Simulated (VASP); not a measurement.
A run of VASP 6.6.1:

INCAR

```
PREC = Accurate
ENCUT = 520
EDIFF = 1E-7
ISMEAR = 0
SIGMA = 0.1
LREAL = False
LASPH = True
NELM = 60
ALGO = Fast
ISIF = 2
LWAVE = False
LCHARG = True
GGA = PS
LELF = True
LVHAR = True
NBANDS = 36
```

File KPOINTS:

```
regular mesh
0
Gamma
  10 10 10
```

The input POSCAR:

```
Sn3Bi
1.0
    0.0000000000      3.7197191541      3.7197191541
    3.7197191541      0.0000000000      3.7197191541
    3.7197191541      3.7197191541      0.0000000000
Sn Bi
3 1
Direct
    0.0000000000      0.0000000000      0.0000000000
    0.2500000000      0.2500000000      0.2500000000
    0.7500000000      0.7500000000      0.7500000000
    0.5000000000      0.5000000000      0.5000000000
```

Potentials or basis: VASP PAW PBE potentials, release 64 (Sn_d, Bi_d).

Launch:

```bash
$ cat potpaw_PBE.64/Sn_d/POTCAR potpaw_PBE.64/Bi_d/POTCAR > POTCAR
$ mpirun -np 1 vasp_std > vasp.out
```

Hardware: 1 thread of AMD EPYC 9R45 (Zen 5), on a shared host.

How long does it take, and how much memory?

Run time: 110 s on 1 thread of AMD EPYC 9R45 (Zen 5), with other jobs on the host, peak memory 0.3 GiB. Counts: scf iterations 17, k points 47.
